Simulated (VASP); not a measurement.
Set up this calculation in VASP 6.6.1, as the native input.

- Task: single point
- Functional: LDA
- Potentials or basis: VASP PAW LDA potentials, release 64 (Al)
- Cutoff: 520 eV
- k mesh: 12 × 12 × 12
- Occupations: gaussian, width 0.1 eV
- Spin: no spin polarisation
- Dipole correction: no
- Further INCAR settings: ALGO = Normal; EDIFF = 1e-06; NBANDS = 8

The structure of Al lies in POSCAR:

```
Al
1.0
    0.0000000000      1.9693027183      1.9693027183
    1.9693027183      0.0000000000      1.9693027183
    1.9693027183      1.9693027183      0.0000000000
Al
1
Direct
    0.0000000000      0.0000000000      0.0000000000
```

The input as run:

INCAR

```
PREC = Accurate
ENCUT = 520
EDIFF = 1E-6
ISMEAR = 0
SIGMA = 0.1
LREAL = F
LASPH = T
NELM = 60
ALGO = Normal
ISIF = 2
LWAVE = F
LCHARG = F
GGA = CA
NBANDS = 8
```

KPOINTS

```
Automatic mesh
0
Gamma
  12 12 12
```

Potentials or basis: VASP PAW LDA potentials, release 64 (Al).

Launch:

```console
$ cat potpaw_LDA.64/Al/POTCAR > POTCAR
$ mpirun -np 1 vasp_std > vasp.out
```

It gave:

```json
{"Pressure": "3.5 GPa"}
```

Wall time 2.5 s on 1 thread of Intel(R) Xeon(R) 6975P-C (Granite Rapids), with other jobs on the host, peak memory 0.12 GiB.
